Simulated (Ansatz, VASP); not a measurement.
# Two plane-wave programs on Al

File INCAR:

```
PREC = Accurate
ENCUT = 520
EDIFF = 1E-6
ISMEAR = 0
SIGMA = 0.1
LREAL = False
LASPH = True
NELM = 60
ALGO = Normal
ISIF = 2
LWAVE = False
LCHARG = False
GGA = PE
NBANDS = 10
```

KPOINTS

```
Automatic mesh
0
Gamma
  6 4 8
```

Contents of POSCAR:

```
Al
1.0
    3.3375783600      0.0000000000      0.0000000000
    0.0000000000      4.6495887200      0.0000000000
    0.0000000000      0.0000000000      2.4779393000
Al
2
Direct
    0.5000000000      0.0000000000      0.0192427700
    0.0000000000      0.5000000000      0.9807572300
```

Input for Ansatz:

```yaml
crystal:
  lattice:
    - [3.33757836, 0.0, 0.0]
    - [0.0, 4.64958872, 0.0]
    - [0.0, 0.0, 2.4779393]
  atoms:
    - { symbol: Al, position: [0.5, 0.0, 0.01924277] }
    - { symbol: Al, position: [0.0, 0.5, 0.98075723] }
basis:
  ecutwfc: 420
kpoints:
  mp_grid: { grid: [6, 4, 8] }
hamiltonian:
  xc: pbe
scf:
  occupations: { method: gaussian, width: 0.1 }
  lower_state_search: "off"
output:
  forces: true
  stress: true
  eigenvalues: true
```

Alike in both runs: task single point; functional PBE; k mesh 6 × 4 × 8; occupations gaussian, width 0.1 eV; no spin polarisation.

|  | VASP | Ansatz |
| --- | --- | --- |
| version | VASP 6.6.1 | Ansatz 0.2.0 |
| potentials or method | VASP PAW PBE potentials, release 64 (Al), cutoff 520 eV | scalar-relativistic, plane waves, PAW |
| valence electrons in the cell | 6 | 6 |

```csv
,VASP,Ansatz,Ansatz less VASP
gap on the k mesh at the Fermi level (eV),none,none,-
pressure (GPa),4.0,4.0,+0.01
"traceless stress, the component that is largest in VASP (GPa)",17.54,17.53,-0.011
rms of the force components (eV/Å),0.051,0.052,+0.0002
```

Atom by atom the forces differ by 0.000 eV/Å (rms over components). A gap of «none» marks a metal or a gap that the smearing closes.
